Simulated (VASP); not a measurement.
LiBe16 (a cell with a defect), 17 atoms in the cell. The cell holds a defect, 17 atoms: a = 4.580 Å, b = 3.966 Å, c = 7.177 Å, α = 90.00°, β = 90.00°, γ = 90.00°. 

```yaml
Program: VASP 6.6.1
Task: single point
Functional: PBE
Potentials_or_basis: VASP PAW PBE potentials, release 64 (Be, Li_sv)
Cutoff: 520 eV
k_mesh: 5 × 5 × 3
Occupations: gaussian, width 0.15 eV
Spin: no spin polarisation
Dipole_correction: no
Further_INCAR_settings: LREAL = Auto; ALGO = Normal; EDIFF = 1e-06; NBANDS = 32
```

Potentials or basis: VASP PAW PBE potentials, release 64 (Be, Li_sv).

The run is started by

```bash
$ cat potpaw_PBE.64/Be/POTCAR potpaw_PBE.64/Li_sv/POTCAR > POTCAR
$ mpirun -np 1 vasp_std > vasp.out
```

Hardware: 1 thread of Intel(R) Xeon(R) 6975P-C (Granite Rapids) (shared host).

Task: Estimate the wall time of this run.

Result: Run time: 120 s on 1 thread of Intel(R) Xeon(R) 6975P-C (Granite Rapids), with other jobs on the host, peak memory 0.27 GiB. Counts: scf iterations 14, k points 38.
